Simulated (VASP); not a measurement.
S, 32 atoms in the cell. The structure is orthorhombic, space group Fddd (No. 70). The conventional cell has a = 12.338 Å, b = 15.061 Å, c = 25.655 Å, α = 90.00°, β = 90.00°, γ = 90.00°. S (site symmetry 1) has 2 S at 2.07 Å within 2.7 Å. S (site symmetry 1) has 2 S at 2.07 Å within 2.7 Å. Within 2.7 Å of S (site symmetry 1) lie 2 S at 2.07 Å. S (site symmetry 1) has 2 S at 2.07 Å within 2.7 Å. 

| Item | Value |
| --- | --- |
| Program | VASP 6.6.1 |
| Task | single point |
| Functional | PBE |
| Potentials or basis | VASP PAW PBE potentials, release 64 (S) |
| Cutoff | 520 eV |
| k mesh | 2 × 2 × 2 |
| Occupations | fermi-dirac, width 0.1 eV |
| Spin | no spin polarisation |
| Dipole correction | no |
| Further INCAR settings | LREAL = Auto; ALGO = Normal; EDIFF = 1e-06; NBANDS = 118 |

Potentials or basis: VASP PAW PBE potentials, release 64 (S).

The run is started by

```bash
$ cat potpaw_PBE.64/S/POTCAR > POTCAR
$ mpirun -np 1 vasp_std > vasp.out
```

Hardware: 1 thread of Oxide Virtual Turin-like Processor, with other jobs on the host.

Problem. Estimate the wall time of this run.

Solution. Run time: 44 min on 1 thread of Oxide Virtual Turin-like Processor, on a shared host, peak memory 1.6 GiB. Counts: scf iterations 14, k points 5.
